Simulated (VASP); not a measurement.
MgI2: single point with PBE

The system is MgI2.

```
CELL_PARAMETERS angstrom
4.18464 0.00000 0.00000
-2.09232 3.62401 0.00000
0.00000 0.00000 7.76984
ATOMIC_POSITIONS crystal
Mg 0.00000 0.00000 0.00000
I 0.33333 0.66667 0.78203
I 0.66667 0.33333 0.21797
```

```yaml
Program: VASP 6.6.1
Task: single point
Functional: PBE
Potentials_or_basis: VASP PAW PBE potentials, release 64 (Mg, I)
Cutoff: 520 eV
k_mesh: 6 × 6 × 4
Occupations: gaussian, width 0.05 eV
Spin: no spin polarisation
```

```json
{
 "Pressure": "0.0 GPa",
 "Largest force": "0.074 eV/Å",
 "Band gap on the k mesh": "3.56 eV, indirect (least direct gap 3.68 eV)"
}
```

Forces in eV/Å, atoms in the order of the input:
```
Mg   0.000  0.000  0.000
I    0.000  0.000  0.074
I    0.000  0.000 -0.074
```

Stress tensor (GPa, compression positive):
```
 0.10  0.00  0.00
 0.00  0.10  0.00
 0.00  0.00 -0.30
```

Levels at points of the mesh, in eV from the valence-band top:
| k point | band 4 | band 5 | band 6 | band 7 | band 8 | band 9 | band 10 | band 11 | band 12 | band 13 |
| --- | --- | --- | --- | --- | --- | --- | --- | --- | --- | --- |
| (0.00, 0.00, 0.00) | -0.35 | -0.28 | -0.28 | 0.00 | 0.00 | 3.68 | 4.91 | 6.72 | 6.72 | 6.93 |
| (0.50, 0.00, 0.00) | -2.73 | -1.46 | -1.14 | -0.71 | -0.42 | 3.63 | 5.39 | 5.69 | 7.21 | 7.33 |
| (0.00, 0.00, 0.50) | -0.97 | -0.26 | -0.26 | -0.02 | -0.02 | 4.38 | 4.90 | 6.67 | 6.67 | 7.24 |
| (0.50, 0.00, 0.50) | -2.83 | -1.22 | -1.10 | -0.70 | -0.47 | 3.56 | 5.37 | 5.67 | 6.22 | 7.50 |

Run time: 24 s on 1 thread of AMD EPYC 9R45 96-Core Processor (Zen 5) (shared host), peak memory 0.22 GiB.

Caveat: spin-orbit coupling is left out, which moves the levels of the heavy elements; this functional lacks dispersion, which binds the layers, so the pressure and a relaxed spacing across them are unreliable. A hybrid or GW would open this gap; PBE tends to underestimate it.
